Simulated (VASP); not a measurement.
Here is a VASP 6.6.1 calculation.

File INCAR:

```
ALGO = Normal
EDIFF = 1E-6
ENCUT = 520
GGA = PE
ISIF = 2
ISMEAR = -1
LASPH = True
LCHARG = False
LREAL = False
LWAVE = False
NBANDS = 13
NELM = 60
PREC = Accurate
SIGMA = 0.06122561905347299
```

The input KPOINTS:

```
k-points
0
Gamma
  10 10 10
```

The input POSCAR:

```
Se
1.0
    0.0000000000      3.2081323947      3.2081323947
    3.2081323947      0.0000000000      3.2081323947
    3.2081323947      3.2081323947      0.0000000000
Se
2
Direct
    0.0000000000      0.0000000000      0.0000000000
    0.2500000000      0.2500000000      0.2500000000
```

Potentials or basis: VASP PAW PBE potentials, release 64 (Se).

Run with:

```sh
$ cat potpaw_PBE.64/Se/POTCAR > POTCAR
$ mpirun -np 1 vasp_std > vasp.out
```

Task: Estimate the pressure.

Result: -1.4 GPa.

Task: Estimate the band gap on the k mesh.

Result: Zero (bands 6 and 7 overlap by 1.00 eV).
